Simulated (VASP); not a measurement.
# Si in VASP: a series of runs

Runs on Si. Level: PBEsol. Tasks: single point.

All numbers are computed with VASP 6.6.1; they aren't measurements. Logs are shortened: lines on timing, memory, paths and dates and some standing lists are left out, and cuts for length are marked.

**1. The cell of the first run**

Symmetry: Fd-3m, No. 227, cubic system. The conventional cell has a = 5.434 Å, b = 5.434 Å, c = 5.434 Å, α = 90.00°, β = 90.00°, γ = 90.00°. Si (site symmetry -43m) has 4 Si at 2.35 Å within 3.1 Å.

**2. Single point, PBEsol**

The input, INCAR:

```
ALGO = Normal
EDIFF = 1E-7
ENCUT = 520
GGA = PS
ISIF = 2
ISMEAR = 0
LASPH = True
LCHARG = False
LREAL = False
LWAVE = False
NBANDS = 16
NELM = 80
PREC = Accurate
SIGMA = 0.02
```

The input, KPOINTS:

```
k-points
0
Gamma
  10 10 8
```

The input, POSCAR:

```
Si
1.0
    2.7169170808      2.7169170808      0.0000000000
   -2.7169170808      2.7169170808      0.0000000000
    0.0000000000      0.0000000000      5.4338341616
Si
4
Direct
    0.0000000000      0.5000000000      0.2500000000
    0.0000000000      0.0000000000      0.5000000000
    0.5000000000      0.0000000000      0.7500000000
    0.5000000000      0.5000000000      0.0000000000
```

Potentials or basis: VASP PAW PBE potentials, release 64 (Si).

Command:

```console
$ cat potpaw_PBE.64/Si/POTCAR > POTCAR
$ mpirun -np 1 vasp_std > vasp.out
```

OUTCAR:

```text
EDIFF = 1E-7
   ENCUT = 520
   GGA = PS
   ISIF = 2
   ISMEAR = 0
   LASPH = True
   LREAL = False
   NELM = 80
   PREC = Accurate

 ion  position               nearest neighbor table
   1  0.000  0.500  0.250-   2 2.35   4 2.35   2 2.35   4 2.35
   2  0.000  0.000  0.500-   1 2.35   3 2.35   1 2.35   3 2.35
   3  0.500  0.000  0.750-   2 2.35   4 2.35   4 2.35   2 2.35
   4  0.500  0.500  0.000-   1 2.35   3 2.35   3 2.35   1 2.35

  LATTYP: Found a simple tetragonal cell.
 ALAT       =     3.8423009835
 C/A-ratio  =     1.4142135624

  Lattice vectors:

 A1 = (   2.7169170808,   2.7169170808,   0.0000000000)
 A2 = (  -2.7169170808,   2.7169170808,   0.0000000000)
 A3 = (   0.0000000000,   0.0000000000,   5.4338341616)

Analysis of symmetry for initial positions (statically):
=====================================================================
 Subroutine PRICEL returns following result:

  LATTYP: Found a face centered cubic cell.
 ALAT       =     5.4338341616

  Lattice vectors:

 A1 = (   0.0000000000,  -2.7169170808,  -2.7169170808)
 A2 = (   2.7169170808,   0.0000000000,  -2.7169170808)
 A3 = (   2.7169170808,  -2.7169170808,   0.0000000000)

   2 primitive cells build up your supercell.

 Routine SETGRP: Setting up the symmetry group for a
 simple tetragonal supercell.

 Subroutine GETGRP returns: Found 16 space group operations
 (whereof  8 operations were pure point group operations)
 out of a pool of 16 trial point group operations.

The static configuration has the point symmetry D_2d.
 The point group associated with its full space group is D_4h.

Analysis of symmetry for dynamics (positions and initial velocities):
=====================================================================
 Subroutine PRICEL returns following result:

  LATTYP: Found a face centered cubic cell.
 ALAT       =     5.4338341616

  Lattice vectors:

 A1 = (   0.0000000000,  -2.7169170808,  -2.7169170808)
 A2 = (   2.7169170808,   0.0000000000,  -2.7169170808)
 A3 = (   2.7169170808,  -2.7169170808,   0.0000000000)

   2 primitive cells build up your supercell.

 Routine SETGRP: Setting up the symmetry group for a
 simple tetragonal supercell.

 Subroutine GETGRP returns: Found 16 space group operations
[... 102 lines left out ...]
   ENCUT  =  520.0 eV  38.22 Ry    6.18 a.u.   7.14  7.14 10.10*2*pi/ulx,y,z
   NELM   =     80;   NELMIN=  2; NELMDL= -5     # of ELM steps
   EDIFF  = 0.1E-06   stopping-criterion for ELM
   LREAL  =      F    real-space projection
   EDIFFG = 0.1E-05   stopping-criterion for IOM
   NSW    =      0    number of steps for IOM
   IBRION =     -1    ionic relax: 0-MD 1-quasi-New 2-CG
   NFREE  =      0    steps in history (QN), initial steepest desc. (CG)
   ISIF   =      2    stress and relaxation
   ISYM   =      2    0-nonsym 1-usesym 2-fastsym
   POTIM  = 0.5000    time-step for ionic-motion
   TEBEG  =    0.0;   TEEND  =   0.0 temperature during run
   PSTRESS=    0.0 pullay stress
   NELECT =      16.0000    total number of electrons
   NUPDOWN=      -1.0000    fix difference up-down
   EMIN   =  10.00;   EMAX   =-10.00  energy-range for DOS
   EFERMI =   0.00;   METHOD = LEGACY
   ISMEAR =     0;   SIGMA  =   0.02  broadening in eV -4-tet -1-fermi 0-gaus
   EFERMI_NEDOS =   21; number of points for ismear=-14 and -15
   IALGO  =     38    algorithm
   IMIX   =      4    mixing-type and parameters
     AMIX     =   0.40;   BMIX     =  1.00
     AMIX_MAG =   1.60;   BMIX_MAG =  1.00
  volume/ion in A,a.u.               =      20.06       135.34
  Fermi-wavevector in a.u.,A,eV,Ry     =   0.956500  1.807523 12.447873  0.914893
  Thomas-Fermi vector in A             =   2.085434
   LORBIT       =      0    0 simple, 1 ext, 2 COOP (PROOUT), +10 PAW based schemes
   GGA     = PS    functional components
   LHFCALC =     F    Hartree Fock is set to
   AEXX    =    0.0000 exact exchange contribution
   IVDW    =     0    specifies the selected vdW correction
   LEPSILON=     F    determine dielectric tensor
   LRPA    =     F    only Hartree local field effects (RPA)
 non-spin polarized calculation
 Gauss-broadening in eV      SIGMA  =   0.02
  energy-cutoff  :      520.00
  volume of cell :       80.22
 maximum number of plane-waves:      2212
 NGX is ok and might be reduce to    30
   NGX = 15   NGY = 15   NGZ = 21

 number of electron      15.9999999 magnetization

 Free energy of the ion-electron system (eV)
  ---------------------------------------------------
  ext. energy  EPLUGINS =         0.00000000
  ---------------------------------------------------
  free energy    TOTEN  =       -22.98628438 eV

  energy without entropy =      -22.98628438  energy(sigma->0) =      -22.98628438

 E-fermi :   5.8681     XC(G=0):  -9.5471

 val. band max:        5.7724449750   @ k =   0.0000   0.0000   0.0000
 cond. band min:       6.2359752812   @ k =   0.0000   0.0000   0.1250
 fundamental gap:      0.4635303062
 Fermi energy:         5.8681437461

 k-point     1 :       0.0000    0.0000    0.0000
  band No.  band energies     occupation
      1      -6.2060      2.00000
      2      -2.0514      2.00000
      3      -2.0514      2.00000
      4       2.9027      2.00000
      5       2.9027      2.00000
      6       5.7724      2.00000
[... 433 lines left out ...]
      3      -1.1079      2.00000
      4       1.8095      2.00000
      5       3.2098      2.00000
      6       3.2388      2.00000
[... 8 lines left out ...]
     15      12.4872      0.00000
     16      13.1061      0.00000

 [... further k-points ...]

------------------------ aborting loop because EDIFF is reached ----------------------------------------

  FORCE on cell =-STRESS in cart. coord.  units (eV):
  Direction    XX          YY          ZZ          XY          YZ          ZX
  --------------------------------------------------------------------------------------
  -------------------------------------------------------------------------------------
  Total        0.0495154      0.0495154      0.0428138      0.0000000      0.0000000      0.0000000
  in kB        0.9889211      0.9889211      0.8550778      0.0000000      0.0000000      0.0000000
  external PRESSURE =       0.9443067 kB  Pullay stress =       0.0000000 kB

 VOLUME and BASIS-vectors are now :
 -----------------------------------------------------------------------------
  energy-cutoff  :      520.00
  volume of cell :       80.22
      direct lattice vectors                 reciprocal lattice vectors
     2.716917081  2.716917081  0.000000000     0.184032116  0.184032116  0.000000000
    -2.716917081  2.716917081  0.000000000    -0.184032116  0.184032116  0.000000000
     0.000000000  0.000000000  5.433834162     0.000000000  0.000000000  0.184032116

 POSITION                                       TOTAL-FORCE (eV/Angst)
 -----------------------------------------------------------------------------------
     -1.35846      1.35846      1.35846         0.000000     -0.000000     -0.000000
      0.00000      0.00000      2.71692        -0.000000      0.000000      0.000000
      1.35846      1.35846      4.07538         0.000000      0.000000     -0.000000
      0.00000      2.71692      0.00000        -0.000000     -0.000000      0.000000
 -----------------------------------------------------------------------------------
    total drift:                               -0.000000      0.000000      0.000000

  FREE ENERGIE OF THE ION-ELECTRON SYSTEM (eV)
  ---------------------------------------------------
  free  energy   TOTEN  =       -22.9862843796 eV

  energy  without entropy=      -22.9862843796  energy(sigma->0) =      -22.98628438
```

stdout:

```text
POSCAR found type information on POSCAR Si
 POSCAR found :  1 types and       4 ions
 scaLAPACK will be used
 -----------------------------------------------------------------------------
|                                                                             |
|                                                                             |
|     You enforced a specific xc type in the INCAR file but a different       |
|     I HOPE YOU KNOW WHAT YOU ARE DOING!                                     |
|                                                                             |
 -----------------------------------------------------------------------------

 LDA part: xc-table for (Slater+PW92), standard interpolation
 POSCAR, INCAR and KPOINTS ok, starting setup
 FFT: planning ... GRIDC
 FFT: planning ... GRID_SOFT
 FFT: planning ... GRID
 WAVECAR not read
 entering main loop
```

It took 71 s on 1 thread of AMD EPYC 7R13 (Zen 3), shared host; peak memory 0.21 GiB.

Results:

| Property | Result |
| --- | --- |
| Free energy | -22.9863 eV |
| Pressure | 0.1 GPa |
| Band gap on the k mesh | 0.46 eV |

Caveat: the PAW data sets were made with another functional, which shifts forces and pressure a little. A k mesh can miss the band edges.

**3. Single point, PBEsol**

The input, INCAR:

```
SYSTEM = Si
PREC = Accurate ; ENCUT = 520
EDIFF = 1E-7 ; ISMEAR = 0
SIGMA = 0.02 ; LREAL = .FALSE.
LASPH = .TRUE. ; NELM = 60
ALGO = Normal ; ISIF = 2
LWAVE = .FALSE. ; LCHARG = .FALSE.
GGA = PS ; NBANDS = 16
```

The input, KPOINTS:

```
Automatic mesh
0
G
  10 10 8
  0 0 0
```

POSCAR is that of step 2.

Potentials or basis: VASP PAW PBE potentials, release 64 (Si).

Command:

```console
$ cat potpaw_PBE.64/Si/POTCAR > POTCAR
$ mpirun -np 1 vasp_std > vasp.out
```

It took 69 s on 1 thread of AMD EPYC 7R13 (Zen 3), shared host; peak memory 0.2 GiB.

Results (log left out):

| Quantity | Value |
| --- | --- |
| Free energy | -22.9863 eV |
| Pressure | 0.1 GPa |
| Band gap on the k mesh | 0.46 eV |

Levels at points of the mesh, in eV from the valence-band top:
```
           k point  band 4  band 5  band 6  band 7  band 8  band 9  band 10  band 11  band 12  band 13
(0.00, 0.00, 0.00)   -2.87   -2.87    0.00    0.00    0.00    0.59     0.59     2.52     2.52     2.52
(0.50, 0.00, 0.00)   -5.49   -3.80   -3.80   -1.33   -1.33    2.36     2.36     4.74     4.74     5.06
(0.50, 0.50, 0.00)   -7.82   -2.87   -2.87   -2.87   -2.87    0.59     0.59     0.59     0.59    10.05
(0.00, 0.00, 0.50)   -3.52   -1.91   -1.91   -1.91   -1.91    1.04     1.04     3.02     3.02     5.72
(0.50, 0.00, 0.50)   -7.01   -1.20   -1.20   -1.20   -1.20    1.46     1.46     3.27     3.27     3.27
(0.50, 0.50, 0.50)   -7.65   -3.90   -3.90   -3.90   -3.90    4.17     4.17     4.17     4.17     4.94
```

Caveat: the PAW data sets were made with another functional, which shifts forces and pressure a little. A k mesh can miss the band edges.

**4. Single point, PBEsol (uniaxial strain along a: -4.0 %, then relaxed in part)**

The input, INCAR:

```
PREC     = Accurate       # precision mode
ENCUT    = 520            # plane-wave cutoff, eV
EDIFF    = 1E-7           # SCF threshold, eV
ISMEAR   = 0              # smearing method
SIGMA    = 0.02           # smearing width, eV
LREAL    = F              # projectors in reciprocal space
LASPH    = T              # aspherical terms in the spheres
NELM     = 60             # most SCF steps
ALGO     = Normal         # electronic algorithm
ISIF     = 2              # what is computed and relaxed
LWAVE    = F              # write WAVECAR
LCHARG   = F              # write CHGCAR
GGA      = PS             # functional
NBANDS   = 16             # bands
```

The input, KPOINTS:

```
regular mesh
0
Gamma
  10 10 8
```

The input, POSCAR:

```
Si
1.0
    2.6082403976      2.6082403976      0.0000000000
   -2.7250805977      2.7250805977      0.0000000000
    0.0000000000      0.0000000000      5.5113627070
Si
4
Direct
    0.0000000000      0.5000000000      0.2530233494
    0.0000000000      0.0000000000      0.4969766506
    0.5000000000      0.0000000000      0.7530233494
    0.5000000000      0.5000000000     -0.0030233494
```

Potentials or basis: VASP PAW PBE potentials, release 64 (Si).

Command:

```console
$ cat potpaw_PBE.64/Si/POTCAR > POTCAR
$ mpirun -np 1 vasp_std > vasp.out
```

OUTCAR:

```text
PREC = Accurate
   ENCUT = 520
   EDIFF = 1E-7
   ISMEAR = 0
   LREAL = F
   LASPH = T
   NELM = 60
   ISIF = 2
   GGA = PS

 ion  position               nearest neighbor table
   1  0.000  0.500  0.253-   4 2.32   4 2.32   2 2.35   2 2.35
   2  0.000  0.000  0.497-   3 2.32   3 2.32   1 2.35   1 2.35
   3  0.500  0.000  0.753-   2 2.32   2 2.32   4 2.35   4 2.35
   4  0.500  0.500  0.997-   1 2.32   1 2.32   3 2.35   3 2.35

  LATTYP: Found a simple orthorhombic cell.
[... 679 lines left out ...]
  Direction    XX          YY          ZZ          XY          YZ          ZX
  --------------------------------------------------------------------------------------
  -------------------------------------------------------------------------------------
  Total        1.7081934      1.7081934      0.0537818      1.6656087      0.0000000      0.0000000
  in kB       34.9326605     34.9326605      1.0998408     34.0618006      0.0000000      0.0000000
  external PRESSURE =      23.6550539 kB  Pullay stress =       0.0000000 kB

 VOLUME and BASIS-vectors are now :
 -----------------------------------------------------------------------------
  energy-cutoff  :      520.00
  volume of cell :       78.35
      direct lattice vectors                 reciprocal lattice vectors
     2.608240398  2.608240398  0.000000000     0.191700121  0.191700121  0.000000000
    -2.725080598  2.725080598  0.000000000    -0.183480812  0.183480812  0.000000000
     0.000000000  0.000000000  5.511362707     0.000000000  0.000000000  0.181443330

 POSITION                                       TOTAL-FORCE (eV/Angst)
 -----------------------------------------------------------------------------------
     -1.36254      1.36254      1.39450         0.000000      0.000000      0.003250
      0.00000      0.00000      2.73902        -0.000000     -0.000000     -0.003250
      1.30412      1.30412      4.15018        -0.000000     -0.000000      0.003250
     -0.05842      2.66666      5.49470         0.000000      0.000000     -0.003250
 -----------------------------------------------------------------------------------
    total drift:                                0.000000     -0.000000      0.000000

  FREE ENERGIE OF THE ION-ELECTRON SYSTEM (eV)
  ---------------------------------------------------
  free  energy   TOTEN  =       -22.9174670413 eV

  energy  without entropy=      -22.9174076824  energy(sigma->0) =      -22.91743736
```

Run time: 2.1 min. Hardware: 1 thread of AMD EPYC 7R13 (Zen 3), shared host; peak memory 0.25 GiB.

Results:

```yaml
Free_energy: -22.9175 eV
Pressure: 2.4 GPa
Largest_force: 0.003 eV/Å
Band_gap_on_the_k_mesh: zero (filled and empty bands overlap)
```

Forces in eV/Å, atoms in the order of the input:
```
Si   0.000  0.000  0.003
Si   0.000  0.000 -0.003
Si   0.000  0.000  0.003
Si   0.000  0.000 -0.003
```

Levels at points of the mesh, in eV from the Fermi level:
```tsv
k point	band 6	band 7	band 8	band 9	band 10	band 11
(0.00, 0.00, 0.00)	-0.50	-0.47	0.01	0.07	0.75	1.93
(0.50, 0.00, 0.00)	-4.30	-1.70	-1.70	2.03	2.03	4.34
(0.00, 0.50, 0.00)	-4.37	-1.27	-1.27	2.51	2.51	4.63
(0.50, 0.50, 0.00)	-3.33	-3.33	-3.33	0.14	0.14	0.14
(0.00, 0.00, 0.50)	-2.42	-1.83	-1.83	0.84	0.84	2.72
(0.50, 0.00, 0.50)	-1.75	-1.58	-1.58	0.99	0.99	2.80
(0.00, 0.50, 0.50)	-1.68	-1.15	-1.15	1.33	1.33	2.95
(0.50, 0.50, 0.50)	-4.31	-4.31	-4.31	3.59	3.59	3.59
```

Caveat: the cell differs from its parent crystal (uniaxial strain along a: -4.0 %, then relaxed in part); semilocal functionals underestimate gaps, and a narrow one can read as zero; the PAW data sets were made with another functional, which shifts forces and pressure a little.

[end of part 1 of 2]

The gap in the log of VASP goes by the Fermi energy; the results here count the filled bands.